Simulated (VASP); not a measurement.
## Cs: single point with PBEsol

Cs:

```
Cs
1.0
     5.19252    0.00000    0.00000
    -2.59626    4.49686    0.00000
     0.00000    0.00000    4.88638
Cs
1
Direct
  0.00000 0.00000 0.00000
```

This isn't the form of Cs at room conditions, which is bcc.

```yaml
Program: VASP 6.6.1
Task: single point
Functional: PBEsol
Potentials_or_basis: VASP PAW PBE potentials, release 64 (Cs_sv)
Cutoff: 520 eV
k_mesh: 12 × 12 × 12
Occupations: gaussian, width 0.1 eV
Spin: no spin polarisation
```

The pressure is 0.0 GPa and the band gap on the k mesh is zero (an odd number of electrons rules out a gap without spin polarisation).

Levels at points of the mesh, in eV from the Fermi level:
| k point | band 2 | band 3 | band 4 | band 5 | band 6 | band 7 | band 8 | band 9 |
| --- | --- | --- | --- | --- | --- | --- | --- | --- |
| (0.00, 0.00, 0.00) | -10.63 | -10.63 | -10.63 | -1.69 | 1.39 | 2.44 | 2.44 | 4.56 |
| (0.50, 0.00, 0.00) | -10.80 | -10.67 | -10.61 | -0.05 | 0.72 | 1.50 | 3.05 | 4.24 |
| (0.00, 0.00, 0.50) | -10.84 | -10.61 | -10.61 | -0.25 | 0.45 | 2.85 | 2.85 | 3.18 |
| (0.50, 0.00, 0.50) | -10.81 | -10.78 | -10.65 | 0.41 | 1.08 | 2.37 | 2.43 | 2.55 |

Wall time 72 s on 1 thread of Intel(R) Xeon(R) Platinum 8559C (Emerald Rapids) (shared host), peak memory 0.32 GiB.

Caveat: the PAW data sets were made with another functional, which shifts forces and pressure a little; spin-orbit coupling is left out, which moves the levels of the heavy elements.
